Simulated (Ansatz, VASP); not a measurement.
**One calculation of RbCl, two programs**

```xyz
2
Lattice="0.0000 3.3490 3.3490 3.3490 0.0000 3.3490 3.3490 3.3490 0.0000" Properties=species:S:1:pos:R:3 pbc="T T T"
Rb    0.0000    0.0000    0.0000
Cl    3.3490    3.3490    3.3490
```

Alike in both runs: task single point; functional PBE; k mesh 10 × 10 × 10; occupations fermi-dirac, width 0.05 eV; no spin polarisation.

```csv
,VASP,Ansatz
version,VASP 6.6.1,Ansatz 0.2.0
potentials or method,"VASP PAW PBE potentials, release 64 (Rb_sv, Cl), cutoff 500 eV","all-electron LAPW, non-relativistic"
```

```tsv
	VASP	Ansatz	Ansatz less VASP
gap on the k mesh at the Fermi level (eV)	4.83	5.00	+0.165
pressure (GPa)	0.0	0.1	+0.12
```

Ansatz ran all-electron here, and VASP with PAW potentials.
